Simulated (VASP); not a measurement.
A run of VASP 6.6.1 is set up as follows.

File INCAR:

```
ALGO = Normal ; EDIFF = 1E-7
ENCUT = 520 ; GGA = PE
ISIF = 2 ; ISMEAR = -1
LASPH = True ; LCHARG = True
LELF = True ; LREAL = False
LVHAR = True ; LWAVE = False
NBANDS = 13 ; NELM = 100
PREC = Accurate ; SIGMA = 0.05
```

Contents of KPOINTS:

```
k-points
0
Gamma
  15 15 15
```

The input POSCAR:

```
Pb
1.0
   -2.0091928710      2.0091928710      2.0091928710
    2.0091928710     -2.0091928710      2.0091928710
    2.0091928710      2.0091928710     -2.0091928710
Pb
1
Direct
    0.0000000000      0.0000000000      0.0000000000
```

Potentials or basis: VASP PAW PBE potentials, release 64 (Pb_d).

Launch:

```console
$ cat potpaw_PBE.64/Pb_d/POTCAR > POTCAR
$ mpirun -np 1 vasp_std > vasp.out
```

Task: What does it give for the band gap on the k mesh?

Result: Zero (bands 7 and 8 overlap by 8.94 eV).

Task: What does it give for the pressure?

Result: -0.6 GPa.

Caveat: spin-orbit coupling is left out, which moves the levels of the heavy elements.
